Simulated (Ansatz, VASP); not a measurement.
Two plane-wave programs on ZrB2

```
Zr B
1.0
     3.10170    0.00000    0.00000
    -1.55085    2.68615    0.00000
     0.00000    0.00000    3.52000
Zr B
1 2
Cartesian
  0.0000 0.0000 0.0000
  0.0000 1.7908 1.7600
  1.5508 0.8954 1.7600
```

Change from the starting cell: equal xx and yy strain of -2 %, PAW files.

Alike in both runs: task electric field gradients; functional PBE; k mesh 12 × 12 × 9; occupations fermi-dirac, width 0.05 eV; no spin polarisation.

|  | VASP | Ansatz |
| --- | --- | --- |
| version | VASP 6.6.1 | Ansatz 0.2.0 |
| potentials or method | VASP PAW PBE potentials, release 64 (Zr_sv, B) | PAW with Ansatz's default frozen-core files, scalar-relativistic |
| plane-wave cutoff (eV) | 420 | 420 |
| valence electrons in the cell | 18 | 18 |

|  | VASP | Ansatz | Ansatz less VASP |
| --- | --- | --- | --- |
| size of Vzz on the site where it differs most (V/Å²) | 43.3 | 47.2 | +3.91 |

The functional is the same, so the differences come from potentials, cutoffs and numerics.
